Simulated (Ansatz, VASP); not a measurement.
# ZnS in VASP and in Ansatz

```
Zn S
1.0
     3.82270    0.00000    0.00000
    -1.91135    3.31056    0.00000
     0.00000    0.00000   12.52000
Zn S
4 4
Direct
  0.00000 0.00000 0.00000
  0.00000 0.00000 0.50000
  0.33333 0.66667 0.25000
  0.66667 0.33333 0.75000
  0.00000 0.00000 0.18750
  0.00000 0.00000 0.68750
  0.33333 0.66667 0.43750
  0.66667 0.33333 0.93750
```

Alike in both runs: task relaxation of cell and atoms; functional PBE; k mesh 12 × 12 × 4; occupations gaussian, width 0.02 eV; no spin polarisation.

|  | VASP | Ansatz |
| --- | --- | --- |
| version | VASP 6.6.1 | Ansatz 0.2.0 |
| potentials or method | VASP PAW PBE potentials, release 64 (Zn, S), cutoff 600 eV | scalar-relativistic, plane waves, PAW |
| valence electrons in the cell | 72 | 72 |

VASP gave:

| Property | Result |
| --- | --- |
| gap on the k mesh at the Fermi level, each at its own relaxed structure (eV) | 2.04 |
| relaxed volume (Å³/atom) | 20.20 |
| relaxed length of the cell vector where the two differ most in proportion (Å) | 3.849 |

Task: Which values does Ansatz return?

Result: gap on the k mesh at the Fermi level, each at its own relaxed structure (eV): 2.05; relaxed volume (Å³/atom): 20.17; relaxed length of the cell vector where the two differ most in proportion (Å): 3.847.
